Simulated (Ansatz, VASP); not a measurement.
# ZnAg2GeSe4 in VASP and in Ansatz

File INCAR:

```
SYSTEM = ZnAg2GeSe4
ALGO     = Normal         ! electronic algorithm
EDIFF    = 1E-7           ! SCF threshold, eV
ENCUT    = 520            ! plane-wave cutoff, eV
GGA      = PE             ! functional
ISIF     = 2              ! what is computed and relaxed
ISMEAR   = -1             ! smearing method
LASPH    = .True.         ! aspherical terms in the spheres
LCHARG   = .False.        ! write CHGCAR
LREAL    = .False.        ! projectors in reciprocal space
LWAVE    = .False.        ! write WAVECAR
NBANDS   = 46             ! bands
NELM     = 100            ! most SCF steps
PREC     = Accurate       ! precision mode
SIGMA    = 0.02           ! smearing width, eV
```

File KPOINTS:

```
k-points
0
Gamma
  6 6 6
  0 0 0
```

POSCAR

```
ZnAg2GeSe4
1.0
   -2.8137831511      2.8137831511      6.2741527270
    2.8137831511     -2.8137831511      6.2741527270
    2.8137831511      2.8137831511     -6.2741527270
Ag Zn Ge Se
2 1 1 4
Direct
    0.7500000000      0.2500000000      0.5000000000
    0.2500000000      0.7500000000      0.5000000000
    0.0000000000      0.0000000000      0.0000000000
    0.5000000000      0.5000000000      0.0000000000
    0.8551421269      0.8551421269      0.4854283809
    0.1448578731      0.6302862540      0.0000000000
    0.6302862540      0.1448578731      0.0000000000
    0.3697137460      0.3697137460      0.5145716191
```

Input for Ansatz:

```yaml
crystal:
  lattice:
    - [-2.8137831511, 2.8137831511, 6.274152727]
    - [2.8137831511, -2.8137831511, 6.274152727]
    - [2.8137831511, 2.8137831511, -6.274152727]
  atoms:
    - { symbol: Ag, position: [0.75, 0.25, 0.5] }
    - { symbol: Ag, position: [0.25, 0.75, 0.5] }
    - { symbol: Zn, position: [0.0, 0.0, 0.0] }
    - { symbol: Ge, position: [0.5, 0.5, 0.0] }
    - { symbol: Se, position: [0.8551421269, 0.8551421269, 0.4854283809] }
    - { symbol: Se, position: [0.1448578731, 0.630286254, 0.0] }
    - { symbol: Se, position: [0.630286254, 0.1448578731, 0.0] }
    - { symbol: Se, position: [0.369713746, 0.369713746, 0.5145716191] }
kpoints:
  mp_grid: { grid: [6, 6, 6] }
  band_path:
    path:
      - [0.0, 0.0, 0.0]
      - [0.0, 0.0, 0.5]
      - [0.25, 0.25, 0.25]
      - [0.0, 0.5, 0.0]
      - [0.5, 0.5, -0.5]
      - [0.3002818312, 0.6997181688, -0.3002818312]
      - [-0.3002818312, 0.3002818312, 0.3002818312]
      - [-0.1005636624, 0.1005636624, 0.5]
      - [0.5, 0.5, -0.1005636624]
      - [0.05, 0.05, -0.05]
    npoints: 1
hamiltonian:
  xc: pbe
scf:
  occupations: { method: fermi_dirac, width: 0.02 }
  n_extra_bands: 6
output:
  forces: true
  stress: true
  eigenvalues: true
```

Alike in both runs: task single point; functional PBE; k mesh 6 × 6 × 6; occupations fermi-dirac, width 0.02 eV; no spin polarisation.

```csv
,VASP,Ansatz
version,VASP 6.6.1,Ansatz 0.2.0
potentials or method,"VASP PAW PBE potentials, release 64 (Ag, Zn, Ge_d, Se)","plane waves, PAW"
plane-wave cutoff (eV),520,420
valence electrons in the cell,72,128
```

|  | VASP | Ansatz | Ansatz less VASP |
| --- | --- | --- | --- |
| pressure (GPa) | 2.0 | 1.9 | -0.07 |
| traceless stress, the component that is largest in VASP (GPa) | -0.09 | -0.10 | -0.005 |
| rms of the force components (eV/Å) | 0.105 | 0.102 | -0.0032 |

Atom by atom the forces differ by 0.006 eV/Å (rms over components). VASP's potentials hold 72 valence electrons a cell and Ansatz's 128, so a difference there can come from the potentials and not from the codes.
